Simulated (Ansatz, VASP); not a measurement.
# InP in VASP and in Ansatz

POSCAR

```
InP
1.0
    0.0000000000      2.9499078504      2.9499078504
    2.9499078504      0.0000000000      2.9499078504
    2.9499078504      2.9499078504      0.0000000000
In P
1 1
Direct
    0.0000000000      0.0000000000      0.0000000000
    0.7500000000      0.7500000000      0.7500000000
```

The input INCAR.step1:

```
SYSTEM = InP
PREC = Accurate
ENCUT = 520
EDIFF = 1E-5
ISMEAR = -1
SIGMA = 0.05
LREAL = .False.
LASPH = .True.
NELM = 60
ALGO = Normal
ISIF = 2
LWAVE = .True.
LCHARG = .False.
NBANDS = 16
GGA = PE
```

File INCAR.step2:

```
SYSTEM = InP
PREC = Accurate
ENCUT = 520
EDIFF = 1E-7
ISMEAR = -1
SIGMA = 0.05
LREAL = .False.
LASPH = .True.
NELM = 60
ALGO = Normal
ISIF = 2
LWAVE = .False.
LCHARG = .False.
METAGGA = R2SCAN
LHFCALC = .True.
AEXX = 0.25
LMIXTAU = .True.
PRECFOCK = Normal
NBANDS = 16
ISTART = 1
```

Contents of KPOINTS:

```
regular mesh
0
Gamma
  4 4 4
  0 0 0
```

The input input.yaml:

```yaml
crystal:
  lattice:
    - [0.0, 2.9499078504, 2.9499078504]
    - [2.9499078504, 0.0, 2.9499078504]
    - [2.9499078504, 2.9499078504, 0.0]
  atoms:
    - { symbol: In, position: [0.0, 0.0, 0.0] }
    - { symbol: P, position: [0.75, 0.75, 0.75] }
hamiltonian:
  xc: r2scan0
  pseudopotentials: { kind: paw }
kpoints:
  mp_grid: { grid: [4, 4, 4] }
scf:
  occupations: { method: fermi_dirac, width: 0.05 }
output:
  forces: true
  stress: true
  eigenvalues: true
```

Alike in both runs: task single point; functional r2SCAN0; k mesh 4 × 4 × 4; occupations fermi-dirac, width 0.05 eV; no spin polarisation.

|  | VASP | Ansatz |
| --- | --- | --- |
| version | VASP 6.6.1 | Ansatz 0.2.0 |
| potentials or method | VASP PAW PBE potentials, release 64 (In_d, P) | Ansatz PAW |
| plane-wave cutoff (eV) | 520 | 500 |
| valence electrons in the cell | 18 | 18 |

```csv
,VASP,Ansatz,Ansatz less VASP
gap on the k mesh at the Fermi level (eV),2.38,2.32,-0.058
least direct gap on the mesh (eV),2.38,2.32,-0.058
pressure (GPa),-1.0,-0.8,+0.22
```

VASP's potentials were made for PBE, not for r2SCAN0.

The k mesh is coarse, so the values compare programs but aren't converged.
